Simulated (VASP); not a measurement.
A run of VASP 6.6.1 is set up as follows.

File INCAR:

```
PREC = Accurate
ENCUT = 520
EDIFF = 1E-7
ISMEAR = 0
SIGMA = 0.02
LREAL = F
LASPH = T
NELM = 60
ALGO = Normal
ISIF = 2
LWAVE = F
LCHARG = T
GGA = PE
LELF = T
LVHAR = T
NBANDS = 11
```

File KPOINTS:

```
Automatic mesh
0
Gamma
  8 8 8
```

Contents of POSCAR:

```
NaH
1.0
    0.0000000000      2.4160403217      2.4160403217
    2.4160403217      0.0000000000      2.4160403217
    2.4160403217      2.4160403217      0.0000000000
Na H
1 1
Direct
    0.0000000000      0.0000000000      0.0000000000
    0.5000000000      0.5000000000      0.5000000000
```

Potentials or basis: VASP PAW PBE potentials, release 64 (Na_pv, H).

Launch:

```bash
$ cat potpaw_PBE.64/Na_pv/POTCAR potpaw_PBE.64/H/POTCAR > POTCAR
$ mpirun -np 1 vasp_std > vasp.out
```

(1) Predict the band gap on the k mesh.

(2) What does it give for the pressure?

Results:

(1) 3.76 eV, indirect (least direct gap 4.62 eV).

(2) 0.0 GPa.
